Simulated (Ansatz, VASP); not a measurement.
One calculation of Yb, two programs

POSCAR

```
Yb
1.0
    3.4770870000      0.0000000000      0.0000000000
   -1.7385430000      3.0112460000      0.0000000000
    0.0000000000      0.0000000000      5.4880780000
Yb
2
Direct
    0.3333000000      0.6667000000      0.2500000000
    0.6666000000      0.3333000000      0.7500000000
```

INCAR.step1

```
PREC = Accurate ; ENCUT = 520
ISMEAR = -1 ; SIGMA = 0.0133
LREAL = F ; LASPH = T
NELM = 80 ; NBANDS = 31
GGA = PE ; ALGO = Normal
EDIFF = 1E-4 ; LWAVE = T
LCHARG = F
```

The input INCAR.step2:

```
PREC = Accurate ; ENCUT = 520
EDIFF = 1E-6 ; ISMEAR = -1
SIGMA = 0.0133 ; LREAL = F
LASPH = T ; NELM = 80
ALGO = Normal ; ISIF = 2
LWAVE = F ; LCHARG = T
METAGGA = R2SCAN ; LMIXTAU = T
LELF = T ; LVHAR = T
NBANDS = 31 ; ISTART = 1
```

The input KPOINTS:

```
regular mesh
0
Gamma
  8 8 5
```

Input for Ansatz:

```yaml
crystal:
  lattice:
    - [3.477087, 0.0, 0.0]
    - [-1.738543, 3.011246, 0.0]
    - [0.0, 0.0, 5.488078]
  atoms:
    - { symbol: Yb, position: [0.3333, 0.6667, 0.25] }
    - { symbol: Yb, position: [0.6666, 0.3333, 0.75] }
kpoints:
  mp_grid: { grid: [8, 8, 5], shift: [0, 0, 0] }
  band_path:
    path:
      - [0.0, 0.0, 0.0]
      - [0.49999998, 3.0e-08, 0.0]
      - [0.33333332, 0.33333337, 0.0]
      - [0.0, 0.0, 0.0]
      - [0.0, 0.0, 0.5]
      - [0.49999998, 3.0e-08, 0.5]
      - [0.33333332, 0.33333337, 0.5]
      - [0.0, 0.0, 0.5]
      - [0.49999998, 3.0e-08, 0.5]
      - [0.49999998, 3.0e-08, 0.0]
      - [0.33333332, 0.33333337, 0.5]
    npoints: 6
magnetization:
  spin_polarized: false
scf:
  occupations: { method: fermi_dirac, width: 0.0133 }
  lower_state_search: "off"
  max_iter: 200
hamiltonian:
  pseudopotentials: { kind: paw }
  xc: r2scan
basis:
  ecutwfc: 500
  fft_grid_basis: typed
output:
  forces: true
  stress: true
  eigenvalues: true
  bader: true
  populations: true
  elf: true
  write_potential: true
  volumetric_format: npy
  dos:
    e_range: [-12, 8]
    de: 0.05
    projected: { site_lists: { Yb: [Yb] } }
checkpoint:
  read: saved_state
```

Alike in both runs: task single point; functional r2SCAN; k mesh 8 × 8 × 5; occupations fermi-dirac, width 0.0133 eV; no spin polarisation.

```csv
,VASP,Ansatz
version,VASP 6.6.1,Ansatz 0.2.0
potentials or method,"VASP PAW PBE potentials, release 64 (Yb), cutoff 520 eV",PAW plane waves
valence electrons in the cell,48,48
```

Ansatz gave:

- pressure (GPa): 5.2
- traceless stress, the component that is largest in VASP (GPa): 1.96

**Question.** Which values does VASP return?

**Answer.** Pressure (GPa): 5.7; traceless stress, the component that is largest in VASP (GPa): 1.92.

VASP's potentials were made for PBE, not for r2SCAN.

Spin-orbit coupling is off throughout.
